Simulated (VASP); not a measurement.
# CoF (P1) in VASP: single point with PBE

Aim: the single point of CoF with PBE.

Program: VASP 6.6.1. These are calculated values, not measurements. Logs are shortened: lines on timing, memory, paths and dates and some standing lists are left out, and cuts for length are marked.

### Step 1. The cell of the first run

The typed cell holds 2 atoms: a = 2.514 Å, b = 2.346 Å, c = 3.962 Å, α = 90.26°, β = 94.88°, γ = 121.64°.

### Step 2. Single point, PBE

Contents of INCAR:

```
SYSTEM = CoF
ALGO     = Normal         ! electronic algorithm
EDIFF    = 1E-6           ! SCF threshold, eV
ENCUT    = 600            ! plane-wave cutoff, eV
GGA      = PE             ! functional
GGA_COMPAT= .False.      
ISIF     = 2              ! what is computed and relaxed
ISMEAR   = -1             ! smearing method
LASPH    = .True.         ! aspherical terms in the spheres
LCHARG   = .True.         ! write CHGCAR
LELF     = .True.         ! ELF
LREAL    = .False.        ! projectors in reciprocal space
LVHAR    = .True.       
LWAVE    = .False.        ! write WAVECAR
NBANDS   = 15             ! bands
NELM     = 120            ! most SCF steps
PREC     = Accurate       ! precision mode
SIGMA    = 0.15           ! smearing width, eV
```

Contents of KPOINTS:

```
Automatic mesh
0
Gamma
  4 4 2
  0.5 0.5 0.5
```

Contents of POSCAR:

```
CoF
1.0
   -0.6074985024      0.8747443158      2.2768542437
    2.2239892674     -0.4599058957     -0.5887890002
    0.2784508124      3.5808732713     -1.6732124808
Co F
1 1
Direct
    0.6561150000      0.9495800000      0.2911730000
    0.8912180000      1.4534070000      0.6786520000
```

Potentials or basis: VASP PAW PBE potentials, release 64 (Co, F).

On the command line:

```
cat potpaw_PBE.64/Co/POTCAR potpaw_PBE.64/F/POTCAR > POTCAR
mpirun -np 1 vasp_std > vasp.out
```

OUTCAR:

```text
SYSTEM = CoF
   EDIFF = 1E-6
   ENCUT = 600
   GGA = PE
   ISIF = 2
   ISMEAR = -1
   LASPH = .True.
   LREAL = .False.
   NELM = 120
   PREC = Accurate

 ion  position               nearest neighbor table
   1  0.656  0.950  0.291-   2 1.79   2 2.16   2 2.36
   2  0.891  0.453  0.679-   1 1.79   1 2.16   1 2.36

  LATTYP: Found a triclinic cell.
 ALAT       =     3.9949626050
 B/A-ratio  =     1.8902494718
 C/A-ratio  =     2.4551028002
 COS(alpha) =     0.0035572519
 COS(beta)  =     0.5617714299
 COS(gamma) =     0.8265782371

  Lattice vectors:

 A1 = (  -3.8404800324,   0.0450674756,  -1.0992762433)
 A2 = (  -5.1785199850,   3.2111023268,  -4.4605539676)
 A3 = (  -6.6213709246,  -6.6567731713,   2.8359377185)

Analysis of symmetry for initial positions (statically):
=====================================================================
 Subroutine PRICEL returns:
 Original cell was already a primitive cell.

 Routine SETGRP: Setting up the symmetry group for a
 triclinic supercell.

 Subroutine GETGRP returns: Found  1 space group operations
 (whereof  1 operations were pure point group operations)
 out of a pool of  2 trial point group operations.

The static configuration has the point symmetry C_1 .

Analysis of symmetry for dynamics (positions and initial velocities):
=====================================================================
 Subroutine PRICEL returns:
 Original cell was already a primitive cell.

 Routine SETGRP: Setting up the symmetry group for a
 triclinic supercell.

 Subroutine GETGRP returns: Found  1 space group operations
 (whereof  1 operations were pure point group operations)
 out of a pool of  2 trial point group operations.

The dynamic configuration has the point symmetry C_1 .

 Subroutine INISYM returns: Found  1 space group operations
 (whereof  1 operations are pure point group operations),
 and found     1 'primitive' translations

----------------------------------------------------------------------------------------

                                     Primitive cell

  volume of cell :      19.7874

  direct lattice vectors                    reciprocal lattice vectors
    -0.607498502  0.874744316  2.276854244     0.145440888  0.179773759  0.408940998
     2.223989267 -0.459905896 -0.588789000     0.486003858  0.019329568  0.122246818
     0.278450812  3.580873271 -1.673212481     0.026890773  0.237828497 -0.084196440

  length of vectors
     2.513622345  2.346127486  3.962300878     0.469791865  0.501515370  0.253721399

  position of ions in fractional coordinates (direct lattice)
     0.656115000  0.949580000  0.291173000
     0.891218000  0.453407000  0.678652000

  ion indices of the primitive-cell ions
   primitive index   ion index
                 1           1
                 2           2

----------------------------------------------------------------------------------------

 KPOINTS: Automatic mesh

Automatic generation of k-mesh.
 Grid dimensions read from file:
 generate k-points for:    4    4    2

 Generating k-lattice:

  Cartesian coordinates                     Fractional coordinates (reciprocal lattice)
     0.036360222  0.044943440  0.102235250     0.250000000  0.000000000  0.000000000
     0.121500964  0.004832392  0.030561704     0.000000000  0.250000000 -0.000000000
     0.013445386  0.118914249 -0.042098220     0.000000000  0.000000000  0.500000000

  Length of vectors
     0.117447966  0.125378843  0.126860699

  Shift w.r.t. Gamma in fractional coordinates (k-lattice)
     0.500000000  0.500000000  0.500000000

 Subroutine IBZKPT returns following result:
 ===========================================

 Found     16 irreducible k-points:

 Following reciprocal coordinates:
            Coordinates               Weight
  0.125000  0.125000  0.250000      2.000000
  0.375000  0.125000  0.250000      2.000000
 -0.375000  0.125000  0.250000      2.000000
 -0.125000  0.125000  0.250000      2.000000
  0.125000  0.375000  0.250000      2.000000
  0.375000  0.375000  0.250000      2.000000
[... 8 lines left out ...]
 -0.375000 -0.125000  0.250000      2.000000
 -0.125000 -0.125000  0.250000      2.000000
   k-points           NKPTS =     16   k-points in BZ     NKDIM =     16   number of bands    NBANDS=     15
   number of dos      NEDOS =    301   number of ions     NIONS =      2
   total plane-waves  NPLWV =  12800
   dimension x,y,z NGX =    20 NGY =   20 NGZ =   32
   dimension x,y,z NGXF=    40 NGYF=   40 NGZF=   64
   ions per type =               1   1
   NGX,Y,Z   is equivalent  to a cutoff of  13.23, 14.17, 13.43 a.u.
   NGXF,Y,Z  is equivalent  to a cutoff of  26.46, 28.34, 26.85 a.u.
 SYSTEM =  CoF
   PREC   = accura    normal or accurate (medium, high low for compatibility)
   ISTART =      0    job   : 0-new  1-cont  2-samecut
   ICHARG =      2    charge: 1-file 2-atom 10-const
   ISPIN  =      1    spin polarized calculation?
   LNONCOLLINEAR =      F non collinear calculations
   LSORBIT =      F    spin-orbit coupling
   LASPH  =      T    aspherical Exc in radial PAW
   ENCUT  =  600.0 eV  44.10 Ry    6.64 a.u.   5.02  4.69  7.91*2*pi/ulx,y,z
   NELM   =    120;   NELMIN=  2; NELMDL= -5     # of ELM steps
   EDIFF  = 0.1E-05   stopping-criterion for ELM
   LREAL  =      F    real-space projection
   EDIFFG = 0.1E-04   stopping-criterion for IOM
   NSW    =      0    number of steps for IOM
   IBRION =     -1    ionic relax: 0-MD 1-quasi-New 2-CG
   NFREE  =      0    steps in history (QN), initial steepest desc. (CG)
   ISIF   =      2    stress and relaxation
   ISYM   =      2    0-nonsym 1-usesym 2-fastsym
   POTIM  = 0.5000    time-step for ionic-motion
   TEBEG  =    0.0;   TEEND  =   0.0 temperature during run
   PSTRESS=    0.0 pullay stress
   NELECT =      16.0000    total number of electrons
   NUPDOWN=      -1.0000    fix difference up-down
   EMIN   =  10.00;   EMAX   =-10.00  energy-range for DOS
   EFERMI =   0.00;   METHOD = LEGACY
   ISMEAR =    -1;   SIGMA  =   0.15  broadening in eV -4-tet -1-fermi 0-gaus
   EFERMI_NEDOS =   21; number of points for ismear=-14 and -15
   IALGO  =     38    algorithm
   IMIX   =      4    mixing-type and parameters
     AMIX     =   0.40;   BMIX     =  1.00
     AMIX_MAG =   1.60;   BMIX_MAG =  1.00
  volume/ion in A,a.u.               =       9.89        66.77
  Fermi-wavevector in a.u.,A,eV,Ry     =   1.525171  2.882155 31.649137  2.326146
  Thomas-Fermi vector in A             =   2.633378
   LORBIT       =      0    0 simple, 1 ext, 2 COOP (PROOUT), +10 PAW based schemes
   GGA     = PE    functional components
   LHFCALC =     F    Hartree Fock is set to
   AEXX    =    0.0000 exact exchange contribution
   IVDW    =     0    specifies the selected vdW correction
   LEPSILON=     F    determine dielectric tensor
   LRPA    =     F    only Hartree local field effects (RPA)
 non-spin polarized calculation
  energy-cutoff  :      600.00
  volume of cell :       19.79
 maximum number of plane-waves:       671
   NGX =  9   NGY =  9   NGZ = 15

 number of electron      16.0000005 magnetization

 Free energy of the ion-electron system (eV)
  ---------------------------------------------------
  ext. energy  EPLUGINS =         0.00000000
  ---------------------------------------------------
  free energy    TOTEN  =        -9.07416842 eV

  energy without entropy =       -8.79235281  energy(sigma->0) =       -8.93326062

 E-fermi :   6.2219     XC(G=0): -12.0891

 val. band max:        6.2123951546   @ k =  -0.1250  -0.1250   0.2500
 cond. band min:       6.2407387510   @ k =  -0.1250  -0.3750   0.2500
 fundamental gap:      0.0283435965
 Fermi energy:         6.2219186369

 k-point     1 :       0.1250    0.1250    0.2500
  band No.  band energies     occupation
      1     -17.8000      2.00000
      2      -0.9575      2.00000
      3       1.2360      2.00000
      4       2.3766      2.00000
      5       3.6704      2.00000
      6       4.3583      1.99999
      7       5.4667      1.98707
      8       5.6903      1.94382
      9       6.0151      1.59764
     10       8.2609      0.00000
     11      16.0471      0.00000
     12      24.3081      0.00000
     13      25.4724      0.00000
     14      28.6535      0.00000
     15      30.7378      0.00000

 k-point     2 :       0.3750    0.1250    0.2500
  band No.  band energies     occupation
      1     -17.0716      2.00000
      2      -0.8646      2.00000
      3       0.0361      2.00000
      4       1.7745      2.00000
      5       3.7009      2.00000
      6       4.7855      1.99986
      7       5.7994      1.88717
      8       5.9978      1.63343
      9       6.8367      0.03264
     10      10.5313      0.00000
     11      15.7808      0.00000
     12      20.1459      0.00000
     13      23.3994      0.00000
     14      25.2930      0.00000
     15      28.4320      0.00000

 k-point     3 :      -0.3750    0.1250    0.2500
  band No.  band energies     occupation
      1     -17.4670      2.00000
      2      -0.2133      2.00000
      3       0.2360      2.00000
      4       1.9408      2.00000
      5       3.5852      2.00000
      6       4.5332      1.99997
      7       5.2933      1.99591
      8       6.0909      1.41089
      9       6.5308      0.22623
     10       8.5824      0.00000
     11      17.3077      0.00000
     12      21.5095      0.00000
     13      24.3224      0.00000
     14      26.5721      0.00000
     15      27.1139      0.00000
[... 199 lines left out ...]
 k-point    15 :      -0.3750   -0.1250    0.2500
  band No.  band energies     occupation
      1     -17.0766      2.00000
      2      -0.8633      2.00000
      3       0.1165      2.00000
      4       1.8599      2.00000
      5       3.5567      2.00000
      6       4.7671      1.99988
      7       5.6663      1.95194
      8       6.1768      1.14930
      9       6.7325      0.06434
     10      10.7432      0.00000
     11      15.0746      0.00000
     12      21.3280      0.00000
     13      23.0380      0.00000
     14      24.6398      0.00000
     15      28.2126      0.00000

 k-point    16 :      -0.1250   -0.1250    0.2500
  band No.  band energies     occupation
      1     -17.8166      2.00000
      2      -0.6828      2.00000
      3       1.2702      2.00000
      4       2.4785      2.00000
      5       3.4212      2.00000
      6       4.3958      1.99999
      7       5.3729      1.99306
      8       5.5569      1.97653
      9       6.2124      1.03173
     10       7.7240      0.00009
     11      16.6385      0.00000
     12      23.3783      0.00000
     13      26.1663      0.00000
     14      28.4140      0.00000
     15      29.9604      0.00000

------------------------ aborting loop because EDIFF is reached ----------------------------------------

  FORCE on cell =-STRESS in cart. coord.  units (eV):
  Direction    XX          YY          ZZ          XY          YZ          ZX
  --------------------------------------------------------------------------------------
  -------------------------------------------------------------------------------------
  Total        4.3636996      1.1546542      2.3086309      0.1360874      0.1836156     -0.2386140
  in kB      353.3266426     93.4917932    186.9287260     11.0189301     14.8672642    -19.3204614
  external PRESSURE =     211.2490539 kB  Pullay stress =       0.0000000 kB

 VOLUME and BASIS-vectors are now :
 -----------------------------------------------------------------------------
  energy-cutoff  :      600.00
  volume of cell :       19.79
      direct lattice vectors                 reciprocal lattice vectors
    -0.607498502  0.874744316  2.276854244     0.145440888  0.179773759  0.408940998
     2.223989267 -0.459905896 -0.588789000     0.486003858  0.019329568  0.122246818
     0.278450812  3.580873271 -1.673212481     0.026890773  0.237828497 -0.084196440

 POSITION                                       TOTAL-FORCE (eV/Angst)
 -----------------------------------------------------------------------------------
      1.79434      1.17987      0.44758        -0.317166     -1.153778      0.563706
      0.65593      3.00123      0.62668         0.317166      1.153778     -0.563706
 -----------------------------------------------------------------------------------
    total drift:                               -0.000133     -0.000128      0.000512

  FREE ENERGIE OF THE ION-ELECTRON SYSTEM (eV)
  ---------------------------------------------------
  free  energy   TOTEN  =        -9.0741684202 eV

  energy  without entropy=       -8.7923528141  energy(sigma->0) =       -8.93326062
```

It took 15 s on 1 thread of Intel Xeon 8259CL, shared host; peak memory 0.14 GiB.

What came out:

```
Free energy            : -9.0742 eV
Pressure               : 21.1 GPa
Largest force          : 1.323 eV/Å
Band gap on the k mesh : zero (band 8 reaches 6.27 eV, above the bottom of band 9 at 6.02 eV)
```

Forces in eV/Å, atoms in the order of the input:
```
Co  -0.317 -1.154  0.564
F    0.317  1.154 -0.564
```

Caveat: the k points lie up to 0.80 Å⁻¹ apart; the run has no spin polarisation, though such a crystal can be magnetic; semilocal functionals often make such compounds metallic where correlation or magnetic order opens a gap, which also shifts bond lengths; forces of over 1 eV/Å act on the atoms, so gaps and moduli don't describe the material at rest.
